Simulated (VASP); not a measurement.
The system is SbW.

```
W Sb
1.0
     4.40023    0.00000    0.00000
    -2.20011    3.81071    0.00000
     0.00000    0.00000    5.21022
W Sb
2 2
Direct
  0.00000 0.00000 0.00000
  0.00000 0.00000 0.50000
  0.33333 0.66667 0.25000
  0.66667 0.33333 0.75000
```

Base run:

```yaml
Program: VASP 6.6.1
Functional: PBE
Potentials_or_basis: VASP PAW PBE potentials, release 64 (W_sv, Sb)
Cutoff: 520 eV
k_mesh: 10 × 10 × 6
Occupations: gaussian, width 0.05 eV
Spin: no spin polarisation
```

Its results: band gap on the k mesh zero (bands 19 and 20 overlap by 1.40 eV); pressure 0.1 GPa.

Q: The run is repeated on the same cell with these changes: functional from PBE to LDA; potentials or basis from VASP PAW PBE potentials, release 64 (W_sv, Sb) to VASP PAW LDA potentials, release 64 (W_sv, Sb). What comes out?

A: Band gap on the k mesh zero (bands 19 and 20 overlap by 1.42 eV); pressure -7.2 GPa.

Caveats: spin-orbit coupling is left out, which moves the levels of the heavy elements; the cell stands under tension (at least some runs).
